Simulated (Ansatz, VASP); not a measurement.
**One calculation of SrTe, two programs**

```xyz
2
Lattice="0.0000 3.3022 3.3022 3.3022 0.0000 3.3022 3.3022 3.3022 0.0000" Properties=species:S:1:pos:R:3 pbc="T T T"
Sr    0.0000    0.0000    0.0000
Te    3.3022    3.3022    3.3022
```

Change from the starting cell: volume scaled by 0.95, PAW files.

Alike in both runs: task electric field gradients; functional PBE; k mesh 11 × 11 × 11; occupations fermi-dirac, width 0.03 eV; no spin polarisation.

|  | VASP | Ansatz |
| --- | --- | --- |
| version | VASP 6.6.1 | Ansatz 0.2.0 |
| potentials or method | VASP PAW PBE potentials, release 64 (Sr_sv, Te) | PAW with Ansatz's default frozen-core files, scalar-relativistic |
| plane-wave cutoff (eV) | 400 | 420 |
| valence electrons in the cell | 16 | 26 |

|  | VASP | Ansatz | Ansatz less VASP |
| --- | --- | --- | --- |
| gap on the k mesh at the Fermi level (eV) | 1.65 | 1.67 | +0.026 |
| pressure (GPa) | 1.9 | 1.9 | -0.09 |

VASP's potentials hold 16 valence electrons a cell and Ansatz's 26, so a difference there can come from the potentials and not from the codes.

Neither program's run includes spin-orbit coupling.
